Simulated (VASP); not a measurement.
# SnO2 (P4_2/mnm) in VASP: notebook, part 2 of 2

VASP 6.6.1.

**5. Single point, PBE**

This run uses another cell than the first one, of 12.40 Å³/atom.

INCAR

```
SYSTEM = SnO2
ALGO = Normal
EDIFF = 1E-6
ENCUT = 520
GGA = PE
ISIF = 2
ISMEAR = 0
LASPH = .TRUE.
LCHARG = .FALSE.
LREAL = .FALSE.
LWAVE = .FALSE.
NBANDS = 35
NELM = 80
PREC = Accurate
SIGMA = 0.01
```

KPOINTS

```
k-points
0
G
  4 4 6
  0 0 0
```

POSCAR

```
SnO2
1.0
    4.8003492553      0.0000000000      0.0000000000
    0.0000000000      4.8003492553      0.0000000000
    0.0000000000      0.0000000000      3.2284324403
Sn O
2 4
Direct
    0.0000000000      0.0000000000      0.0000000000
    0.5000000000      0.5000000000      0.5000000000
    0.3071000000      0.3071000000      0.0000000000
    0.1929000000      0.8071000000      0.5000000000
    0.6929000000      0.6929000000      0.0000000000
    0.8071000000      0.1929000000      0.5000000000
```

Potentials or basis: VASP PAW PBE potentials, release 64 (Sn_d, O).

On the command line:

```bash
> cat potpaw_PBE.64/Sn_d/POTCAR potpaw_PBE.64/O/POTCAR > POTCAR
> mpirun -np 1 vasp_std > vasp.out
```

OUTCAR:

```text
SYSTEM = SnO2
   EDIFF = 1E-6
   ENCUT = 520
   GGA = PE
   ISIF = 2
   ISMEAR = 0
   LASPH = .TRUE.
   LREAL = .FALSE.
   NELM = 80
   PREC = Accurate

 ion  position               nearest neighbor table
   1  0.000  0.000  0.000-   4 2.08   6 2.08   4 2.08   6 2.08   5 2.08   3 2.08
   2  0.500  0.500  0.500-   3 2.08   5 2.08   3 2.08   5 2.08   4 2.08   6 2.08
   3  0.307  0.307  0.000-   2 2.08   2 2.08   1 2.08
   4  0.193  0.807  0.500-   1 2.08   1 2.08   2 2.08
   5  0.693  0.693  0.000-   2 2.08   2 2.08   1 2.08
[... 1120 lines left out ...]
  -------------------------------------------------------------------------------------
  Total        1.4306398      1.4306398      1.7473915      0.0000000      0.0000000      0.0000000
  in kB       30.8108377     30.8108377     37.6325313      0.0000000      0.0000000      0.0000000
  external PRESSURE =      33.0847355 kB  Pullay stress =       0.0000000 kB

 VOLUME and BASIS-vectors are now :
 -----------------------------------------------------------------------------
  energy-cutoff  :      520.00
  volume of cell :       74.39
      direct lattice vectors                 reciprocal lattice vectors
     4.800349255  0.000000000  0.000000000     0.208318176  0.000000000  0.000000000
     0.000000000  4.800349255  0.000000000     0.000000000  0.208318176  0.000000000
     0.000000000  0.000000000  3.228432440     0.000000000  0.000000000  0.309747848

 POSITION                                       TOTAL-FORCE (eV/Angst)
 -----------------------------------------------------------------------------------
      0.00000      0.00000      0.00000         0.000000     -0.000000      0.000000
      2.40017      2.40017      1.61422         0.000000     -0.000000      0.000000
      1.47419      1.47419      0.00000        -0.096284     -0.096284     -0.000000
      0.92599      3.87436      1.61422         0.096284     -0.096284     -0.000000
      3.32616      3.32616      0.00000         0.096284      0.096284      0.000000
      3.87436      0.92599      1.61422        -0.096284      0.096284      0.000000
 -----------------------------------------------------------------------------------
    total drift:                               -0.000000      0.000000      0.000000

  FREE ENERGIE OF THE ION-ELECTRON SYSTEM (eV)
  ---------------------------------------------------
  free  energy   TOTEN  =       -37.2944139570 eV

  energy  without entropy=      -37.2944139570  energy(sigma->0) =      -37.29441396
```

stdout:

```text
POSCAR found type information on POSCAR SnO
 POSCAR found :  2 types and       6 ions
 scaLAPACK will be used
 LDA part: xc-table for (Slater+PW92), standard interpolation
 POSCAR, INCAR and KPOINTS ok, starting setup
 FFT: planning ... GRIDC
 FFT: planning ... GRID_SOFT
 FFT: planning ... GRID
 WAVECAR not read
 entering main loop
```

It took 80 s on 1 thread of AMD EPYC 7R13, shared host; peak memory 0.17 GiB.

Results:

```yaml
Free_energy: -37.2944 eV
Pressure: 3.3 GPa
Largest_force: 0.136 eV/Å
Band_gap_on_the_k_mesh: 0.83 eV
```

Forces in eV/Å, atoms in the order of the input:
```
Sn   0.000  0.000  0.000
Sn   0.000  0.000  0.000
O   -0.096 -0.096  0.000
O    0.096 -0.096  0.000
O    0.096  0.096  0.000
O   -0.096  0.096  0.000
```

Caveat: the cell stands under pressure; spin-orbit coupling is left out, which moves the levels of the heavy elements. PBE gaps usually lie below the measured ones, often by a third to a half.

**6. Single point, PBE**

This run uses another cell than the first one, of 12.76 Å³/atom.

INCAR

```
SYSTEM = SnO2
PREC = Accurate
ENCUT = 520
EDIFF = 1E-6
ISMEAR = 0
SIGMA = 0.01
LREAL = .False.
LASPH = .True.
NELM = 60
ALGO = Normal
ISIF = 2
LWAVE = .False.
LCHARG = .False.
GGA = PE
NBANDS = 35
```

KPOINTS

```
regular mesh
0
Gamma
  4 4 6
  0 0 0
```

Edit POSCAR of step 5 so:

```diff
@@ -2,5 +2,5 @@
 1.0
-    4.8003492553      0.0000000000      0.0000000000
-    0.0000000000      4.8003492553      0.0000000000
-    0.0000000000      0.0000000000      3.2284324403
+    4.8460696189      0.0000000000      0.0000000000
+    0.0000000000      4.8460696189      0.0000000000
+    0.0000000000      0.0000000000      3.2591812665
 Sn O
```

Potentials or basis: VASP PAW PBE potentials, release 64 (Sn_d, O).

On the command line:

```bash
> cat potpaw_PBE.64/Sn_d/POTCAR potpaw_PBE.64/O/POTCAR > POTCAR
> mpirun -np 1 vasp_std > vasp.out
```

OUTCAR:

```text
SYSTEM = SnO2
   PREC = Accurate
   ENCUT = 520
   EDIFF = 1E-6
   ISMEAR = 0
   LREAL = .False.
   LASPH = .True.
   NELM = 60
   ISIF = 2
   GGA = PE

 ion  position               nearest neighbor table
   1  0.000  0.000  0.000-   4 2.10   6 2.10   4 2.10   6 2.10   5 2.10   3 2.10
   2  0.500  0.500  0.500-   3 2.10   5 2.10   3 2.10   5 2.10   4 2.10   6 2.10
   3  0.307  0.307  0.000-   2 2.10   2 2.10   1 2.10
   4  0.193  0.807  0.500-   1 2.10   1 2.10   2 2.10
   5  0.693  0.693  0.000-   2 2.10   2 2.10   1 2.10
   6  0.807  0.193  0.500-   1 2.10   1 2.10   2 2.10

  LATTYP: Found a simple tetragonal cell.
 ALAT       =     4.8460696189
 C/A-ratio  =     0.6725411566

  Lattice vectors:

 A1 = (   4.8460696189,   0.0000000000,   0.0000000000)
 A2 = (   0.0000000000,   4.8460696189,   0.0000000000)
 A3 = (   0.0000000000,   0.0000000000,   3.2591812665)

Analysis of symmetry for initial positions (statically):
=====================================================================
 Subroutine PRICEL returns:
 Original cell was already a primitive cell.

 Routine SETGRP: Setting up the symmetry group for a
 simple tetragonal supercell.

 Subroutine GETGRP returns: Found 16 space group operations
 (whereof  8 operations were pure point group operations)
 out of a pool of 16 trial point group operations.

The static configuration has the point symmetry D_2h.
 The point group associated with its full space group is D_4h.

Analysis of symmetry for dynamics (positions and initial velocities):
=====================================================================
 Subroutine PRICEL returns:
 Original cell was already a primitive cell.

 Routine SETGRP: Setting up the symmetry group for a
 simple tetragonal supercell.

 Subroutine GETGRP returns: Found 16 space group operations
[... 130 lines left out ...]
     AMIX     =   0.40;   BMIX     =  1.00
     AMIX_MAG =   1.60;   BMIX_MAG =  1.00
  volume/ion in A,a.u.               =      12.76        86.09
  Fermi-wavevector in a.u.,A,eV,Ry     =   1.439174  2.719645 28.180688  2.071222
  Thomas-Fermi vector in A             =   2.558059
   LORBIT       =      0    0 simple, 1 ext, 2 COOP (PROOUT), +10 PAW based schemes
   GGA     = PE    functional components
   LHFCALC =     F    Hartree Fock is set to
   AEXX    =    0.0000 exact exchange contribution
   IVDW    =     0    specifies the selected vdW correction
   LEPSILON=     F    determine dielectric tensor
   LRPA    =     F    only Hartree local field effects (RPA)
 non-spin polarized calculation
 Gauss-broadening in eV      SIGMA  =   0.01
  energy-cutoff  :      520.00
  volume of cell :       76.54
 maximum number of plane-waves:      2084
   NGX = 19   NGY = 19   NGZ = 13

 number of electron      51.9999990 magnetization

 Free energy of the ion-electron system (eV)
  ---------------------------------------------------
  ext. energy  EPLUGINS =         0.00000000
  ---------------------------------------------------
  free energy    TOTEN  =       -37.30554057 eV

  energy without entropy =      -37.30554057  energy(sigma->0) =      -37.30554057

 E-fermi :   5.4990     XC(G=0): -10.9025

 val. band max:        5.3732834467   @ k =   0.0000   0.0000   0.0000
 cond. band min:       5.8915583732   @ k =   0.0000   0.0000   0.0000
 fundamental gap:      0.5182749265
 Fermi energy:         5.4989967154

 k-point     1 :       0.0000    0.0000    0.0000
  band No.  band energies     occupation
      1     -15.6432      2.00000
      2     -15.0114      2.00000
      3     -14.8362      2.00000
      4     -14.8094      2.00000
      5     -14.8094      2.00000
      6     -14.7479      2.00000
[... 901 lines left out ...]
     34      15.8602      0.00000
     35      18.1527      0.00000

------------------------ aborting loop because EDIFF is reached ----------------------------------------

  FORCE on cell =-STRESS in cart. coord.  units (eV):
  Direction    XX          YY          ZZ          XY          YZ          ZX
  --------------------------------------------------------------------------------------
  -------------------------------------------------------------------------------------
  Total       -0.7698824     -0.7698824     -1.2211588      0.0000000      0.0000000      0.0000000
  in kB      -16.1156253    -16.1156253    -25.5620059      0.0000000      0.0000000      0.0000000
  external PRESSURE =     -19.2644188 kB  Pullay stress =       0.0000000 kB

 VOLUME and BASIS-vectors are now :
 -----------------------------------------------------------------------------
  energy-cutoff  :      520.00
  volume of cell :       76.54
      direct lattice vectors                 reciprocal lattice vectors
     4.846069619  0.000000000  0.000000000     0.206352793  0.000000000  0.000000000
     0.000000000  4.846069619  0.000000000     0.000000000  0.206352793  0.000000000
     0.000000000  0.000000000  3.259181267     0.000000000  0.000000000  0.306825524

 POSITION                                       TOTAL-FORCE (eV/Angst)
 -----------------------------------------------------------------------------------
      0.00000      0.00000      0.00000         0.000000      0.000000      0.000000
      2.42303      2.42303      1.62959         0.000000      0.000000      0.000000
      1.48823      1.48823      0.00000        -0.022557     -0.022557     -0.000000
      0.93481      3.91126      1.62959         0.022557     -0.022557     -0.000000
      3.35784      3.35784      0.00000         0.022557      0.022557      0.000000
      3.91126      0.93481      1.62959        -0.022557      0.022557      0.000000
 -----------------------------------------------------------------------------------
    total drift:                               -0.000000      0.000000      0.000000

  FREE ENERGIE OF THE ION-ELECTRON SYSTEM (eV)
  ---------------------------------------------------
  free  energy   TOTEN  =       -37.3055405749 eV

  energy  without entropy=      -37.3055405749  energy(sigma->0) =      -37.30554057
```

Wall time 88 s (1 thread of AMD EPYC 7R13, shared host); peak memory 0.17 GiB.

Results:

```
Free energy            : -37.3055 eV
Pressure               : -1.9 GPa
Largest force          : 0.032 eV/Å
Band gap on the k mesh : 0.52 eV
```

Forces in eV/Å, atoms in the order of the input:
```
Sn   0.000  0.000  0.000
Sn   0.000  0.000  0.000
O   -0.023 -0.023  0.000
O    0.023 -0.023  0.000
O    0.023  0.023  0.000
O   -0.023  0.023  0.000
```

Caveat: spin-orbit coupling is left out, which moves the levels of the heavy elements.

**7. Summary**

```csv
cell,gap on the mesh (eV),pressure (GPa),largest force (eV/Å)
"a = 4.658, b = 4.658, c = 3.132 Å, 6 atoms",1.89,25.4,0.53
"a = 4.706, b = 4.706, c = 3.165 Å, 6 atoms",1.51,16.7,0.38
"a = 4.754, b = 4.754, c = 3.197 Å, 6 atoms",1.16,9.5,0.25
"a = 4.800, b = 4.800, c = 3.228 Å, 6 atoms",0.83,3.3,0.14
"a = 4.846, b = 4.846, c = 3.259 Å, 6 atoms",0.52,-1.9,0.03
```

Alike in all rows: task single point; level PBE; potentials or basis VASP PAW PBE potentials, release 64 (Sn_d, O); no spin polarisation; k mesh 4 × 4 × 6; cutoff (eV) 520; smearing gaussian 0.01 eV.

Caveats: spin-orbit coupling is left out, which moves the levels of the heavy elements; the cell stands under pressure (at least some runs).

Total energies depend on the potentials used, so only differences within one code and one set of settings carry meaning.
